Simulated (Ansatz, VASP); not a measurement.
# CdSe: VASP beside Ansatz

POSCAR

```
CdSe
1.0
    4.3399219990      0.0000000000      0.0000000000
   -2.1699609995      3.7584827016      0.0000000000
    0.0000000000      0.0000000000      7.0783849700
Cd Se
2 2
Direct
    0.3333333333      0.6666666667      0.0000547036
    0.6666666667      0.3333333333      0.5000547036
    0.3333333333      0.6666666667      0.3759452964
    0.6666666667      0.3333333333      0.8759452964
```

INCAR.step1

```
ALGO = Normal
EDIFF = 1E-4
ENCUT = 520
GGA = PE
ISMEAR = 0
LASPH = T
LCHARG = F
LREAL = F
LWAVE = T
NBANDS = 26
NELM = 80
PREC = Accurate
SIGMA = 0.01
```

INCAR.step2

```
ALGO = Normal
EDIFF = 1E-6
ENCUT = 520
ISIF = 2
ISMEAR = 0
ISTART = 1
LASPH = T
LCHARG = T
LELF = T
LMIXTAU = T
LREAL = F
LVHAR = T
LWAVE = F
METAGGA = R2SCAN
NBANDS = 26
NELM = 80
PREC = Accurate
SIGMA = 0.01
```

The input KPOINTS:

```
k-points
0
Gamma
  9 9 4
```

Input for Ansatz:

```yaml
crystal:
  lattice:
    - [4.339921999, 0.0, 0.0]
    - [-2.1699609995, 3.7584827016, 0.0]
    - [0.0, 0.0, 7.07838497]
  atoms:
    - { symbol: Cd, position: [0.3333333333, 0.6666666667, 5.47036e-05] }
    - { symbol: Cd, position: [0.6666666667, 0.3333333333, 0.5000547036] }
    - { symbol: Se, position: [0.3333333333, 0.6666666667, 0.3759452964] }
    - { symbol: Se, position: [0.6666666667, 0.3333333333, 0.8759452964] }
basis:
  ecutwfc: 500
  xc_grid: 2
kpoints:
  mp_grid: { grid: [9, 9, 4] }
hamiltonian:
  xc: r2scan
  pseudopotentials: { kind: paw, azcp: { folder: soft_1 } }
scf:
  occupations: { method: fixed }
output:
  forces: true
  stress: true
  eigenvalues: true
  polarization: {}
```

Change from the starting cell: polar distortion scaled by 1.00.

Alike in both runs: task single point; functional r2SCAN; k mesh 9 × 9 × 4; no spin polarisation.

|  | VASP | Ansatz |
| --- | --- | --- |
| version | VASP 6.6.1 | Ansatz 0.2.0 |
| potentials or method | VASP PAW PBE potentials, release 64 (Cd, Se), cutoff 520 eV | scalar-relativistic, plane waves, PAW |
| occupations | gaussian, width 0.01 eV | fixed |
| valence electrons in the cell | 36 | 72 |

VASP gave:

- gap on the k mesh at the Fermi level (eV): 1.09
- least direct gap on the mesh (eV): 1.09
- pressure (GPa): 0.2

Task: Which values does Ansatz return?

Result: gap on the k mesh at the Fermi level (eV): 1.10; least direct gap on the mesh (eV): 1.10; pressure (GPa): 0.0.

VASP's potentials were made for PBE, not for r2SCAN. VASP's potentials hold 36 valence electrons a cell and Ansatz's 72, so a difference there can come from the potentials and not from the codes.
